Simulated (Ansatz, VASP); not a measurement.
## Two plane-wave programs on Si2W

```
CELL_PARAMETERS angstrom
-1.56949 1.56949 4.32316
1.56949 -1.56949 4.32316
1.56949 1.56949 -4.32316
ATOMIC_POSITIONS crystal
Si 0.33466 0.33466 0.00000
Si 0.66534 0.66534 0.00000
W 0.00000 0.00000 0.00000
```

Alike in both runs: task single point; functional LDA; k mesh 20 × 20 × 20; occupations gaussian, width 0.15 eV; no spin polarisation.

|  | VASP | Ansatz |
| --- | --- | --- |
| version | VASP 6.6.1 | Ansatz 0.2.0 |
| potentials or method | VASP PAW LDA potentials, release 64 (Si, W_sv), cutoff 520 eV | scalar-relativistic, plane waves, PAW |
| valence electrons in the cell | 22 | 22 |

Ansatz gave:

- gap on the k mesh at the Fermi level (eV): none
- pressure (GPa): -14.4
- traceless stress, the component that is largest in VASP (GPa): -23.01
- rms of the force components (eV/Å): 0.216

Q: Estimate VASP's values.

A: gap on the k mesh at the Fermi level (eV): none; pressure (GPa): -13.9; traceless stress, the component that is largest in VASP (GPa): -23.08; rms of the force components (eV/Å): 0.205.

Ansatz warns that its potentials were made for another functional, while VASP's fit it. LDA's correlation is that of Perdew and Zunger in VASP and of Perdew and Wang (1992) in Ansatz. Atom by atom the forces differ by 0.011 eV/Å (rms over components). A gap of «none» marks a metal or a gap that the smearing closes.

Neither program's run includes spin-orbit coupling.
